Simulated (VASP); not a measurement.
Wanted: the native input for a VASP 6.6.1 run.

| Property | Result |
| --- | --- |
| Task | single point |
| Functional | r2SCAN |
| Potentials or basis | VASP PAW PBE potentials, release 64 (Pt, Sb) |
| Cutoff | 520 eV |
| k mesh | 4 × 4 × 4 |
| Occupations | fermi-dirac, width 0.05 eV |
| Spin | no spin polarisation |
| Dipole correction | no |
| Further INCAR settings | ALGO = Normal; EDIFF = 1e-06; NBANDS = 52 |

Crystal: Sb2Pt (Geversite).

```
Pt Sb
1.0
     6.50709    0.00000    0.00000
     0.00000    6.50709    0.00000
     0.00000    0.00000    6.50709
Pt Sb
4 8
Direct
  0.00000 0.50000 0.50000
  0.50000 0.50000 0.00000
  0.50000 0.00000 0.50000
  0.00000 0.00000 0.00000
  0.37547 0.12453 0.87547
  0.12453 0.87547 0.37547
  0.87547 0.37547 0.12453
  0.62453 0.62453 0.62453
  0.62453 0.87547 0.12453
  0.87547 0.12453 0.62453
  0.12453 0.62453 0.87547
  0.37547 0.37547 0.37547
```

The input as run:

POSCAR

```
Sb2Pt
1.0
    6.5070941925      0.0000000000      0.0000000000
    0.0000000000      6.5070941925      0.0000000000
    0.0000000000      0.0000000000      6.5070941925
Pt Sb
4 8
Direct
    0.0000000000      0.5000000000      0.5000000000
    0.5000000000      0.5000000000      0.0000000000
    0.5000000000      0.0000000000      0.5000000000
    0.0000000000      0.0000000000      0.0000000000
    0.3754703310      0.1245296690      0.8754703310
    0.1245296690      0.8754703310      0.3754703310
    0.8754703310      0.3754703310      0.1245296690
    0.6245296690      0.6245296690      0.6245296690
    0.6245296690      0.8754703310      0.1245296690
    0.8754703310      0.1245296690      0.6245296690
    0.1245296690      0.6245296690      0.8754703310
    0.3754703310      0.3754703310      0.3754703310
```

INCAR.step1

```
SYSTEM = Sb2Pt
ALGO = Normal ; EDIFF = 1E-4
ENCUT = 520 ; GGA = PE
ISMEAR = -1 ; LASPH = .True.
LCHARG = .False. ; LREAL = .False.
LWAVE = .True. ; NBANDS = 52
NELM = 60 ; PREC = Accurate
SIGMA = 0.05
```

INCAR.step2

```
SYSTEM = Sb2Pt
ALGO = Normal ; EDIFF = 1E-6
ENCUT = 520 ; ISIF = 2
ISMEAR = -1 ; ISTART = 1
LASPH = .True. ; LCHARG = .False.
LMIXTAU = .True. ; LREAL = .False.
LWAVE = .False. ; METAGGA = R2SCAN
NBANDS = 52 ; NELM = 60
PREC = Accurate ; SIGMA = 0.05
```

KPOINTS

```
k-points
0
Gamma
  4 4 4
  0 0 0
```

Potentials or basis: VASP PAW PBE potentials, release 64 (Pt, Sb).

The run is started by

```bash
$ cat potpaw_PBE.64/Pt/POTCAR potpaw_PBE.64/Sb/POTCAR > POTCAR
$ cp INCAR.step1 INCAR
$ mpirun -np 1 vasp_std > vasp.out
$ cp INCAR.step2 INCAR
$ mpirun -np 1 vasp_std > vasp.out
```

It gave:

| Quantity | Value |
| --- | --- |
| Pressure | -0.2 GPa |
| Largest force | 0.020 eV/Å |
| Band gap on the k mesh | zero (band 40 reaches 8.82 eV, above the bottom of band 41 at 8.80 eV) |

Caveat: the PAW data sets were made with another functional, which shifts forces and pressure a little; spin-orbit coupling is left out, which moves the levels of the heavy elements.

It took 14 min on 1 thread of Intel Xeon 8259CL, with other jobs on the host, peak memory 0.44 GiB.
